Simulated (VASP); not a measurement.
Here is a VASP 6.6.1 calculation.

File INCAR:

```
ALGO = Normal
EDIFF = 1E-6
ENCUT = 520
GGA = PS
ISIF = 2
ISMEAR = 0
LASPH = True
LCHARG = False
LREAL = False
LWAVE = False
NBANDS = 32
NELM = 80
PREC = Accurate
SIGMA = 0.1
```

KPOINTS

```
k-points
0
Gamma
  3 3 1
```

Contents of POSCAR:

```
Mg8Si4HO
1.0
    6.3910000000      0.0000000000      0.0000000000
    0.0000000000      6.3910000000      0.0000000000
    0.0000000000      0.0000000000     15.7932500000
Mg Si O H
8 4 1 1
Direct
    0.2315750592      0.8631670472      0.3394413980
    0.4588870966      0.4582988732      0.2779186931
    0.2431167976      0.2439709908      0.1448658034
    0.2673298023      0.7717183686      0.1423579618
    0.7582291234      0.7579021401      0.1524508366
    0.7705738399      0.2662448061      0.1421359882
    0.8645347284      0.2302425743      0.3386024314
    0.7649227082      0.7645766319      0.3575482331
    0.0000000000      0.0000000000      0.0633182000
    0.0360423939      0.5429554326      0.2617704526
    0.5423358021      0.0352660451      0.2616394155
    0.5000000000      0.5000000000      0.0633182000
   -0.0164389943      0.9826819171      0.4059011744
    0.0019939142      1.0047743768      0.4666148176
```

Potentials or basis: VASP PAW PBE potentials, release 64 (Mg, Si, O, H).

The run is started by

```sh
$ cat potpaw_PBE.64/Mg/POTCAR potpaw_PBE.64/Si/POTCAR potpaw_PBE.64/O/POTCAR potpaw_PBE.64/H/POTCAR > POTCAR
$ mpirun -np 1 vasp_std > vasp.out
```

What does it give for the largest force?

0.500 eV/Å.

Forces in eV/Å, atoms in the order of the input:
```
Mg  -0.015  0.000  0.010
Mg   0.003  0.004  0.008
Mg  -0.008 -0.001 -0.001
Mg  -0.008  0.000  0.013
Mg   0.004 -0.003  0.016
Mg   0.004 -0.002  0.010
Mg   0.004 -0.019 -0.002
Mg   0.007  0.006 -0.004
Si  -0.055 -0.064 -0.493
Si  -0.004  0.003 -0.012
Si   0.017  0.004 -0.004
Si   0.057  0.064  0.481
O   -0.032  0.002 -0.121
H    0.025  0.006  0.098
```

Caveat: the PAW data sets were made with another functional, which shifts forces and pressure a little; an odd number of electrons without spin polarisation forces a metal; a magnetic or distorted state may lie lower.
